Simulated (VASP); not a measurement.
# LiH in VASP: further runs

Runs on LiH. Level: PBEsol. Tasks: single point, relaxation of the atoms.

All numbers are computed with VASP 6.6.1; they aren't measurements. Logs are shortened: lines on timing, memory, paths and dates and some standing lists are left out, and cuts for length are marked.

### 1 The cell of the first run

It takes space group R-3m (No. 166, trigonal). The conventional cell has a = 2.808 Å, b = 2.808 Å, c = 6.929 Å, α = 90.00°, β = 90.00°, γ = 120.00°. Li (site symmetry -3m) has 6 H at 1.99 Å within 2.6 Å. Within 2.6 Å of H (site symmetry -3m) lie 6 Li at 1.99 Å.

### 2 Single point, PBEsol (equal xy, yz and zx engineering shears of +0.5 %)

Contents of INCAR:

```
SYSTEM = LiH
PREC = Accurate
ENCUT = 520
EDIFF = 1E-7
ISMEAR = 0
SIGMA = 0.01
LREAL = .FALSE.
LASPH = .TRUE.
NELM = 80
ALGO = Normal
ISIF = 2
LWAVE = .FALSE.
LCHARG = .FALSE.
GGA = PS
NBANDS = 9
```

Contents of KPOINTS:

```
Automatic mesh
0
G
  10 10 10
  0 0 0
```

Contents of POSCAR:

```
LiH
1.0
    0.0099518428      1.9953444811      1.9953444811
    1.9953444811      0.0099518428      1.9953444811
    1.9953444811      1.9953444811      0.0099518428
Li H
1 1
Direct
    0.0000000000      0.0000000000      0.0000000000
    0.5000000000      0.5000000000      0.5000000000
```

Potentials or basis: VASP PAW PBE potentials, release 64 (Li_sv, H).

Started as:

```console
$ cat potpaw_PBE.64/Li_sv/POTCAR potpaw_PBE.64/H/POTCAR > POTCAR
$ mpirun -np 1 vasp_std > vasp.out
```

OUTCAR:

```text
SYSTEM = LiH
   PREC = Accurate
   ENCUT = 520
   EDIFF = 1E-7
   ISMEAR = 0
   LREAL = .FALSE.
   LASPH = .TRUE.
   NELM = 80
   ISIF = 2
   GGA = PS

 ion  position               nearest neighbor table
   1  0.000  0.000  0.000-
   2  0.500  0.500  0.500-

  LATTYP: Found a trigonal (rhomboedric) cell.
 ALAT       =     2.8218607754
 COS(alpha) =     0.5049812504

  Lattice vectors:

 A1 = (   0.0099518428,   1.9953444811,   1.9953444811)
 A2 = (   1.9953444811,   0.0099518428,   1.9953444811)
 A3 = (   1.9953444811,   1.9953444811,   0.0099518428)

Analysis of symmetry for initial positions (statically):
=====================================================================
 Subroutine PRICEL returns:
 Original cell was already a primitive cell.

 Routine SETGRP: Setting up the symmetry group for a
 trigonal (rhombohedral) supercell.

 Subroutine GETGRP returns: Found 12 space group operations
 (whereof 12 operations were pure point group operations)
 out of a pool of 12 trial point group operations.

The static configuration has the point symmetry D_3d.

Analysis of symmetry for dynamics (positions and initial velocities):
=====================================================================
 Subroutine PRICEL returns:
 Original cell was already a primitive cell.

 Routine SETGRP: Setting up the symmetry group for a
 trigonal (rhombohedral) supercell.

 Subroutine GETGRP returns: Found 12 space group operations
 (whereof 12 operations were pure point group operations)
 out of a pool of 12 trial point group operations.

The dynamic configuration has the point symmetry D_3d.

 Subroutine INISYM returns: Found 12 space group operations
 (whereof 12 operations are pure point group operations),
 and found     1 'primitive' translations

----------------------------------------------------------------------------------------

                                     Primitive cell

  volume of cell :      15.7697

  direct lattice vectors                    reciprocal lattice vectors
     0.009951843  1.995344481  1.995344481    -0.252465820  0.251212888  0.251212888
     1.995344481  0.009951843  1.995344481     0.251212888 -0.252465820  0.251212888
     1.995344481  1.995344481  0.009951843     0.251212888  0.251212888 -0.252465820

  length of vectors
     2.821860775  2.821860775  2.821860775     0.435838067  0.435838067  0.435838067

  position of ions in fractional coordinates (direct lattice)
     0.000000000  0.000000000  0.000000000
     0.500000000  0.500000000  0.500000000

  ion indices of the primitive-cell ions
   primitive index   ion index
                 1           1
                 2           2

----------------------------------------------------------------------------------------

 KPOINTS: Automatic mesh

Automatic generation of k-mesh.
 Grid dimensions read from file:
 generate k-points for:   10   10   10

 Generating k-lattice:

  Cartesian coordinates                     Fractional coordinates (reciprocal lattice)
    -0.025246582  0.025121289  0.025121289     0.100000000  0.000000000  0.000000000
     0.025121289 -0.025246582  0.025121289     0.000000000  0.100000000  0.000000000
     0.025121289  0.025121289 -0.025246582     0.000000000  0.000000000  0.100000000

  Length of vectors
     0.043583807  0.043583807  0.043583807

  Shift w.r.t. Gamma in fractional coordinates (k-lattice)
     0.000000000  0.000000000  0.000000000

 Subroutine IBZKPT returns following result:
 ===========================================

 Found    116 irreducible k-points:

 Following reciprocal coordinates:
            Coordinates               Weight
  0.000000  0.000000  0.000000      1.000000
  0.100000  0.000000  0.000000      6.000000
  0.200000  0.000000  0.000000      6.000000
  0.300000  0.000000 -0.000000      6.000000
  0.400000  0.000000  0.000000      6.000000
  0.500000  0.000000  0.000000      3.000000
[... 16 lines left out ...]
  0.300000  0.300000 -0.000000      6.000000
  0.400000  0.300000 -0.000000     12.000000
 [... further k-points ...]
[... 50 lines left out ...]
  band No.  band energies     occupation
      1     -43.4109      2.00000
      2      -4.6609      2.00000
      3      11.6529      0.00000
      4      15.9800      0.00000
      5      17.0278      0.00000
      6      17.1845      0.00000
      7      23.1345      0.00000
      8      23.5102      0.00000
      9      23.5769      0.00000

 k-point     4 :       0.3000    0.0000   -0.0000
  band No.  band energies     occupation
      1     -43.3941      2.00000
      2      -3.8478      2.00000
      3       8.4177      0.00000
      4      14.9100      0.00000
      5      16.6462      0.00000
      6      16.7742      0.00000
      7      21.4089      0.00000
      8      21.4888      0.00000
      9      24.7327      0.00000

 k-point     5 :       0.4000    0.0000    0.0000
  band No.  band energies     occupation
      1     -43.3805      2.00000
      2      -2.9475      2.00000
      3       5.9964      0.00000
      4      14.2094      0.00000
      5      16.5986      0.00000
      6      16.6950      0.00000
      7      19.8679      0.00000
      8      19.9787      0.00000
      9      26.6259      0.00000

 k-point     6 :       0.5000    0.0000    0.0000
  band No.  band energies     occupation
      1     -43.3753      2.00000
      2      -2.4921      2.00000
      3       5.0266      0.00000
      4      13.9675      0.00000
      5      16.6694      0.00000
      6      16.7464      0.00000
      7      19.2604      0.00000
      8      19.3908      0.00000
      9      27.7460      0.00000
[... 169 lines left out ...]
 k-point    21 :      -0.3000    0.2000   -0.0000
  band No.  band energies     occupation
      1     -43.3757      2.00000
      2      -2.5334      2.00000
      3       6.9373      0.00000
      4       9.4516      0.00000
      5      15.5051      0.00000
      6      16.0390      0.00000
      7      22.8735      0.00000
      8      25.8670      0.00000
      9      26.8771      0.00000

 k-point    22 :      -0.2000    0.2000    0.0000
  band No.  band energies     occupation
      1     -43.3884      2.00000
      2      -3.4997      2.00000
      3       9.6672      0.00000
      4       9.9511      0.00000
      5      16.2894      0.00000
      6      17.2254      0.00000
      7      22.0893      0.00000
      8      24.1450      0.00000
      9      25.8009      0.00000

 k-point    23 :       0.3000    0.3000   -0.0000
  band No.  band energies     occupation
      1     -43.3835      2.00000
      2      -3.1056      2.00000
      3       8.8147      0.00000
      4      12.3425      0.00000
      5      12.5089      0.00000
      6      15.5843      0.00000
      7      17.8342      0.00000
      8      29.0723      0.00000
      9      31.4484      0.00000

 k-point    24 :       0.4000    0.3000   -0.0000
  band No.  band energies     occupation
      1     -43.3731      2.00000
      2      -2.1903      2.00000
      3       6.8719      0.00000
      4      10.6625      0.00000
      5      11.8961      0.00000
      6      16.4042      0.00000
      7      17.9733      0.00000
      8      30.0994      0.00000
      9      30.4643      0.00000

 [... further k-points ...]
[... 5 lines left out ...]
  --------------------------------------------------------------------------------------
  -------------------------------------------------------------------------------------
  Total       -0.0196011     -0.0196011     -0.0196011     -0.0239467     -0.0239467     -0.0239467
  in kB       -1.9914498     -1.9914498     -1.9914498     -2.4329579     -2.4329579     -2.4329579
  external PRESSURE =      -1.9914498 kB  Pullay stress =       0.0000000 kB

 VOLUME and BASIS-vectors are now :
 -----------------------------------------------------------------------------
  energy-cutoff  :      520.00
  volume of cell :       15.77
      direct lattice vectors                 reciprocal lattice vectors
     0.009951843  1.995344481  1.995344481    -0.252465820  0.251212888  0.251212888
     1.995344481  0.009951843  1.995344481     0.251212888 -0.252465820  0.251212888
     1.995344481  1.995344481  0.009951843     0.251212888  0.251212888 -0.252465820

 POSITION                                       TOTAL-FORCE (eV/Angst)
 -----------------------------------------------------------------------------------
      0.00000      0.00000      0.00000        -0.000000     -0.000000      0.000000
      2.00032      2.00032      2.00032         0.000000      0.000000     -0.000000
 -----------------------------------------------------------------------------------
    total drift:                                0.000000     -0.000000     -0.000000

  FREE ENERGIE OF THE ION-ELECTRON SYSTEM (eV)
  ---------------------------------------------------
  free  energy   TOTEN  =        -6.1202370777 eV

  energy  without entropy=       -6.1202370777  energy(sigma->0) =       -6.12023708
```

Wall time 6.7 s (1 thread of Intel Xeon Platinum 8488C (Sapphire Rapids), shared host); peak memory 0.13 GiB.

Results:

```yaml
Free_energy: -6.1202 eV
Band_gap_on_the_k_mesh: 2.73 eV, direct
```

Levels at points of the mesh, in eV from the valence-band top:
```csv
k point,band 1,band 2,band 3,band 4,band 5,band 6,band 7
"(0.00, 0.00, 0.00)",-43.69,-5.62,16.37,17.79,18.01,18.01,22.41
"(0.50, 0.00, 0.00)",-43.63,-2.75,4.77,13.71,16.41,16.49,19.00
"(0.50, 0.50, 0.00)",-43.62,0.00,2.73,10.64,10.80,13.81,17.47
"(0.50, 0.50, 0.50)",-43.63,-2.82,4.70,13.85,16.58,16.58,19.21
```

Caveat: the cell differs from its parent crystal (equal xy, yz and zx engineering shears of +0.5 %); the cutoff is under 1.25 times the usual one of these potentials, so pressure, stress and relaxed cells hold a basis-set (Pulay) error; the PAW data sets were made with another functional, which shifts forces and pressure a little. A k mesh can miss the band edges.

### 3 Single point, PBEsol (atom 1 moved by [0.01, 0.01, 0.01] A)

Contents of INCAR:

```
PREC = Accurate
ENCUT = 520
EDIFF = 1E-7
ISMEAR = 0
SIGMA = 0.01
LREAL = F
LASPH = T
NELM = 80
ALGO = Normal
ISIF = 2
LWAVE = F
LCHARG = F
GGA = PS
NBANDS = 9
```

Contents of KPOINTS:

```
regular mesh
0
Gamma
  10 10 10
```

Contents of POSCAR:

```
LiH
1.0
    0.0000000000      1.9903685597      1.9903685597
    1.9903685597      0.0000000000      1.9903685597
    1.9903685597      1.9903685597      0.0000000000
Li H
1 1
Direct
    0.0025120976      0.0025120976      0.0025120976
    0.5000000000      0.5000000000      0.5000000000
```

Potentials or basis: VASP PAW PBE potentials, release 64 (Li_sv, H).

Started as:

```console
$ cat potpaw_PBE.64/Li_sv/POTCAR potpaw_PBE.64/H/POTCAR > POTCAR
$ mpirun -np 1 vasp_std > vasp.out
```

It took 6.6 s on 1 thread of Intel Xeon Platinum 8488C (Sapphire Rapids), shared host; peak memory 0.13 GiB.

Results (log left out):

```
Free energy            : -6.1202 eV
Largest force          : 0.022 eV/Å
Band gap on the k mesh : 2.73 eV, direct
```

Forces on the atoms (eV/Å):
```
Li  -0.013 -0.013 -0.013
H    0.013  0.013  0.013
```

Levels at points of the mesh, in eV from the valence-band top:
| k point | band 1 | band 2 | band 3 | band 4 | band 5 |
| --- | --- | --- | --- | --- | --- |
| (0.00, 0.00, 0.00) | -43.68 | -5.62 | 16.37 | 17.94 | 17.94 |
| (0.50, 0.00, 0.00) | -43.63 | -2.77 | 4.75 | 13.75 | 16.48 |
| (0.50, 0.50, 0.50) | -43.63 | -2.76 | 4.75 | 13.75 | 16.48 |
| (0.50, 0.50, 0.00) | -43.62 | 0.00 | 2.73 | 10.72 | 10.72 |

Caveat: the cell differs from its parent crystal (atom 1 moved by [0.01, 0.01, 0.01] A); the cutoff is under 1.25 times the usual one of these potentials, so pressure, stress and relaxed cells hold a basis-set (Pulay) error; the PAW data sets were made with another functional, which shifts forces and pressure a little. A k mesh can miss the band edges.

### 4 Single point, PBEsol (atom 1 moved by [-0.01, -0.01, -0.01] A)

Contents of INCAR:

```
ALGO     = Normal         # electronic algorithm
EDIFF    = 1E-6           # SCF threshold, eV
ENCUT    = 520            # plane-wave cutoff, eV
GGA      = PS             # functional
ISIF     = 2              # what is computed and relaxed
ISMEAR   = 0              # smearing method
LASPH    = T              # aspherical terms in the spheres
LCHARG   = F              # write CHGCAR
LREAL    = F              # projectors in reciprocal space
LWAVE    = F              # write WAVECAR
NBANDS   = 9              # bands
NELM     = 100            # most SCF steps
PREC     = Accurate       # precision mode
SIGMA    = 0.01           # smearing width, eV
```

Contents of KPOINTS:

```
k-points
0
Gamma
  10 10 10
```

POSCAR: that of step 3 with these lines changed.

```diff
@@ -8,3 +8,3 @@
 Direct
-    0.0025120976      0.0025120976      0.0025120976
+   -0.0025120976     -0.0025120976     -0.0025120976
     0.5000000000      0.5000000000      0.5000000000
```

Started as:

```console
$ cat potpaw_PBE.64/Li_sv/POTCAR potpaw_PBE.64/H/POTCAR > POTCAR
$ mpirun -np 1 vasp_std > vasp.out
```

It took 6.3 s on 1 thread of Intel Xeon Platinum 8488C (Sapphire Rapids), shared host; peak memory 0.14 GiB.

Results (log left out):

| Property | Result |
| --- | --- |
| Free energy | -6.1202 eV |
| Largest force | 0.022 eV/Å |
| Band gap on the k mesh | 2.73 eV, direct |

Forces on the atoms (eV/Å):
```
Li   0.013  0.013  0.013
H   -0.013 -0.013 -0.013
```

Levels at points of the mesh, in eV from the valence-band top:
```
           k point  band 1  band 2  band 3  band 4  band 5  band 6
(0.00, 0.00, 0.00)  -43.69   -5.62   16.37   17.94   17.94   17.95
(0.50, 0.00, 0.00)  -43.63   -2.77    4.75   13.75   16.48   16.48
(0.50, 0.50, 0.50)  -43.63   -2.77    4.75   13.75   16.48   16.48
(0.50, 0.50, 0.00)  -43.62    0.00    2.73   10.72   10.72   13.82
```

Caveat: the cell differs from its parent crystal (atom 1 moved by [-0.01, -0.01, -0.01] A); the cutoff is under 1.25 times the usual one of these potentials, so pressure, stress and relaxed cells hold a basis-set (Pulay) error; the PAW data sets were made with another functional, which shifts forces and pressure a little.

### 5 Relaxation of the atoms, PBEsol (equal xy, yz and zx engineering shears of -0.5 %)

Contents of INCAR:

```
SYSTEM = LiH
PREC = Accurate ; ENCUT = 520
EDIFF = 1E-6 ; ISMEAR = 0
SIGMA = 0.01 ; LREAL = .FALSE.
LASPH = .TRUE. ; NELM = 60
ALGO = Normal ; ISIF = 2
LWAVE = .FALSE. ; LCHARG = .FALSE.
GGA = PS ; IBRION = 2
NSW = 50 ; EDIFFG = -0.002
```

Contents of KPOINTS:

```
Automatic mesh
0
G
  10 10 10
  0 0 0
```

Contents of POSCAR:

```
LiH
1.0
   -0.0099518428      1.9853926383      1.9853926383
    1.9853926383     -0.0099518428      1.9853926383
    1.9853926383      1.9853926383     -0.0099518428
Li H
1 1
Direct
    0.0000000000      0.0000000000      0.0000000000
    0.5000000000      0.5000000000      0.5000000000
```

Started as:

```console
$ cat potpaw_PBE.64/Li_sv/POTCAR potpaw_PBE.64/H/POTCAR > POTCAR
$ mpirun -np 1 vasp_std > vasp.out
```

Run time: 4.5 s. Hardware: 1 thread of Intel Xeon Platinum 8488C (Sapphire Rapids), shared host; peak memory 0.13 GiB.

Results (log left out):

* Free energy: -6.1202 eV
* Band gap on the k mesh: 2.73 eV, direct

Final structure:
```
Li H
1.0
    -0.00995    1.98539    1.98539
     1.98539   -0.00995    1.98539
     1.98539    1.98539   -0.00995
Li H
1 1
Direct
  0.00000 0.00000 0.00000
  0.50000 0.50000 0.50000
```

Levels at points of the mesh, in eV from the valence-band top:
```tsv
k point	band 1	band 2	band 3	band 4	band 5	band 6
(0.00, 0.00, 0.00)	-43.69	-5.62	16.37	17.86	17.86	18.08
(0.50, 0.00, 0.00)	-43.63	-2.78	4.73	13.78	16.48	16.56
(0.50, 0.50, 0.00)	-43.62	0.00	2.73	10.64	10.80	13.81
(0.50, 0.50, 0.50)	-43.63	-2.71	4.81	13.65	16.38	16.38
```

Caveat: the cell differs from its parent crystal (equal xy, yz and zx engineering shears of -0.5 %); the cutoff is under 1.25 times the usual one of these potentials, so pressure, stress and relaxed cells hold a basis-set (Pulay) error; the relaxation stopped at its first step, so nothing moved; the PAW data sets were made with another functional, which shifts forces and pressure a little. A k mesh can miss the band edges.

### 6 Relaxation of the atoms, PBEsol (equal xy, yz and zx engineering shears of +0.5 %)

Contents of INCAR:

```
ALGO = Normal ; EDIFF = 1E-6
EDIFFG = -0.002 ; ENCUT = 520
GGA = PS ; IBRION = 2
ISIF = 2 ; ISMEAR = 0
LASPH = T ; LCHARG = F
LREAL = F ; LWAVE = F
NELM = 80 ; NSW = 50
PREC = Accurate ; SIGMA = 0.01
```

Contents of KPOINTS:

```
k-points
0
Gamma
  10 10 10
```

Contents of POSCAR:

```
LiH
1.0
    0.0099518428      1.9953444811      1.9953444811
    1.9953444811      0.0099518428      1.9953444811
    1.9953444811      1.9953444811      0.0099518428
Li H
1 1
Direct
    0.0000000000      0.0000000000      0.0000000000
    0.5000000000      0.5000000000      0.5000000000
```

Potentials or basis: VASP PAW PBE potentials, release 64 (Li_sv, H).

Started as:

```console
$ cat potpaw_PBE.64/Li_sv/POTCAR potpaw_PBE.64/H/POTCAR > POTCAR
$ mpirun -np 1 vasp_std > vasp.out
```

It took 4.3 s on 1 thread of Intel Xeon Platinum 8488C (Sapphire Rapids), shared host; peak memory 0.13 GiB.

It converged, with:

| Item | Value |
| --- | --- |
| Free energy | -6.1202 eV |
| Band gap on the k mesh | 2.73 eV, direct |

Final structure:
```
Li H
1.0
     0.00995    1.99534    1.99534
     1.99534    0.00995    1.99534
     1.99534    1.99534    0.00995
Li H
1 1
Direct
  0.00000 0.00000 0.00000
  0.50000 0.50000 0.50000
```

Levels at points of the mesh, in eV from the valence-band top:
```csv
k point,band 1,band 2,band 3,band 4,band 5,band 6
"(0.00, 0.00, 0.00)",-43.69,-5.62,16.37,17.79,18.01,18.01
"(0.50, 0.00, 0.00)",-43.63,-2.75,4.77,13.71,16.41,16.49
"(0.50, 0.50, 0.00)",-43.62,0.00,2.73,10.64,10.80,13.81
"(0.50, 0.50, 0.50)",-43.63,-2.82,4.70,13.85,16.58,16.58
```

Caveat: the cell differs from its parent crystal (equal xy, yz and zx engineering shears of +0.5 %); the cutoff is under 1.25 times the usual one of these potentials, so pressure, stress and relaxed cells hold a basis-set (Pulay) error; the relaxation stopped at its first step, so nothing moved; the PAW data sets were made with another functional, which shifts forces and pressure a little.

### 7 The runs side by side

```tsv
task	cell	gap on the mesh (eV)
single point	a = 2.822 Å, angles 59.7°, 2 atoms	2.73
single point	a = 2.815 Å, angles 60.0°, 2 atoms	2.73
relaxation of the atoms	atoms relaxed from a = 2.808 Å, angles 60.3°, 2 atoms	2.73
relaxation of the atoms	atoms relaxed from a = 2.822 Å, angles 59.7°, 2 atoms	2.73
```

Alike in all rows: level PBEsol; potentials or basis VASP PAW PBE potentials, release 64 (Li_sv, H); no spin polarisation; k mesh 10 × 10 × 10; cutoff (eV) 520; smearing gaussian 0.01 eV.

Caveats: the cutoff is under 1.25 times the usual one of these potentials, so pressure, stress and relaxed cells hold a basis-set (Pulay) error; the PAW data sets were made with another functional, which shifts forces and pressure a little; the relaxation stopped at its first step, so nothing moved (some runs).

Total energies depend on the potentials used, so only differences within one code and one set of settings carry meaning.
